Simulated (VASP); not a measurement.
Input of a VASP 6.6.1 run:

INCAR

```
PREC = Accurate
ENCUT = 530
EDIFF = 1E-6
ISMEAR = 0
SIGMA = 0.05
LREAL = F
LASPH = T
NELM = 120
ALGO = Normal
ISIF = 2
LWAVE = F
LCHARG = F
NBANDS = 14
GGA_COMPAT = F
```

KPOINTS

```
regular mesh
0
Gamma
  18 18 18
```

POSCAR

```
Rh
1.0
    0.0000000000      1.8537023445      1.8537023445
    1.8537023445      0.0000000000      1.8537023445
    1.8537023445      1.8537023445      0.0000000000
Rh
1
Direct
    0.0000000000      0.0000000000      0.0000000000
```

Potentials or basis: VASP PAW LDA potentials, release 64 (Rh_sv_GW).

The run is started by

```console
$ cat potpaw_LDA.64/Rh_sv_GW/POTCAR > POTCAR
$ mpirun -np 1 vasp_std > vasp.out
```

**Question.** What does it give for the pressure?

**Answer.** 11.0 GPa.
